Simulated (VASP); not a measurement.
Here is a VASP 6.6.1 calculation.

INCAR

```
SYSTEM = FeO
PREC = Accurate
ENCUT = 520
EDIFF = 1E-7
ISMEAR = 0
SIGMA = 0.024
LREAL = .FALSE.
LASPH = .TRUE.
NELM = 150
ALGO = Normal
ISIF = 2
LWAVE = .FALSE.
LCHARG = .TRUE.
ISPIN = 2
MAGMOM = 3 0
LORBIT = 11
LMAXMIX = 4
GGA = PE
LELF = .TRUE.
LVHAR = .TRUE.
NBANDS = 18
```

Contents of KPOINTS:

```
Automatic mesh
0
G
  11 11 11
  0 0 0
```

File POSCAR:

```
FeO
1.0
    0.0000000000      2.1554000000      2.1554000000
    2.1554000000      0.0000000000      2.1554000000
    2.1554000000      2.1554000000      0.0000000000
Fe O
1 1
Direct
    0.0000000000      0.0000000000      0.0000000000
    0.5000000000      0.5000000000      0.5000000000
```

Potentials or basis: VASP PAW PBE potentials, release 64 (Fe, O).

Command:

```console
$ cat potpaw_PBE.64/Fe/POTCAR potpaw_PBE.64/O/POTCAR > POTCAR
$ mpirun -np 1 vasp_std > vasp.out
```

Question: Estimate the site moments.

Answer: Fe +3.62; O +0.30 μB.

Question: Estimate the band gap on the k mesh.

Answer: Zero (filled and empty bands overlap).

Question: What does it give for the pressure?

Answer: -0.2 GPa.

Question: What does it give for the net moment?

Answer: 4.00 μB per cell.

Caveat: a cell with one magnetic atom can't hold antiferromagnetic order, which such compounds often take; semilocal functionals often make such compounds metallic where correlation or magnetic order opens a gap, which also shifts bond lengths.

**Experimental background.**

From “W\"ustite: Electric, thermodynamic and optical properties of FeO”, 2012, arxiv:1203.1201, for a bulk crystal of FeO: band gap 2.4 eV (optical).

Measured gap of FeO: 2.4 eV (optical; quoted in “W\"ustite: Electric, thermodynamic and optical properties of FeO”, 2012, arxiv:1203.1201). This calculation gives 0.00 eV (-2.40 eV). So large a miss can be the level of theory's own, or it may mean another phase, state or a wrong row. The value is that of PBE on a finite k mesh, which can miss the band edges, without temperature or zero-point motion. Semilocal functionals fall short of measured gaps as a rule. The run's magnetic order (collinear spin, ferromagnetic start) needn't be the measured crystal's.
